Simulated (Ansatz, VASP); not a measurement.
BaS in VASP and in Ansatz

The input POSCAR:

```
BaS
1.0
    0.0000000000      3.1937500000      3.1937500000
    3.1937500000      0.0000000000      3.1937500000
    3.1937500000      3.1937500000      0.0000000000
Ba S
1 1
Direct
    0.0442806595      0.0000000000      0.0000000000
    0.5000000000      0.5000000000      0.5000000000
```

The input INCAR.step1:

```
PREC = Accurate ; ENCUT = 520
ISMEAR = 0 ; SIGMA = 0.05
LREAL = F ; LASPH = T
NELM = 100 ; NBANDS = 15
GGA = PE ; ALGO = Normal
EDIFF = 1E-4 ; LWAVE = T
LCHARG = F
```

File INCAR.step2:

```
PREC = Accurate ; ENCUT = 520
EDIFF = 1E-6 ; ISMEAR = 0
SIGMA = 0.05 ; LREAL = F
LASPH = T ; NELM = 100
ALGO = Normal ; ISIF = 2
LWAVE = F ; LCHARG = F
METAGGA = R2SCAN ; LMIXTAU = T
NBANDS = 15 ; ISTART = 1
```

File KPOINTS:

```
regular mesh
0
Gamma
  6 6 6
```

Input for Ansatz:

```yaml
crystal:
  lattice:
    - [0.0, 3.19375, 3.19375]
    - [3.19375, 0.0, 3.19375]
    - [3.19375, 3.19375, 0.0]
  atoms:
    - { symbol: Ba, position: [0.0442806595, 0.0, 0.0] }
    - { symbol: S, position: [0.5, 0.5, 0.5] }
basis:
  ecutwfc: 500
kpoints:
  mp_grid: { grid: [6, 6, 6] }
hamiltonian:
  xc: r2scan
scf:
  occupations: { method: gaussian, width: 0.05 }
output:
  forces: true
  stress: true
  eigenvalues: true
```

Change from the starting cell: all Ba atoms moved -0.200 Å, as atom 1 towards its neighbour atom 1 (Ba) at 4.517 Å.

Alike in both runs: task single point; functional r2SCAN; k mesh 6 × 6 × 6; occupations gaussian, width 0.05 eV; no spin polarisation.

```csv
,VASP,Ansatz
version,VASP 6.6.1,Ansatz 0.2.0
potentials or method,"VASP PAW PBE potentials, release 64 (Ba_sv, S), cutoff 520 eV","scalar-relativistic, plane waves, PAW"
valence electrons in the cell,16,16
```

|  | VASP | Ansatz | Ansatz less VASP |
| --- | --- | --- | --- |
| gap on the k mesh at the Fermi level (eV) | 2.61 | 2.70 | +0.084 |
| least direct gap on the mesh (eV) | 2.69 | 2.75 | +0.055 |
| pressure (GPa) | 1.8 | 1.2 | -0.62 |
| traceless stress, the component that is largest in VASP (GPa) | -0.66 | -0.60 | +0.054 |
| rms of the force components (eV/Å) | 0.289 | 0.268 | -0.0216 |

VASP's potentials were made for PBE, not for r2SCAN. Atom by atom the forces differ by 0.022 eV/Å (rms over components). The functional is the same, so the differences come from potentials, cutoffs and numerics.

Neither program's run includes spin-orbit coupling.
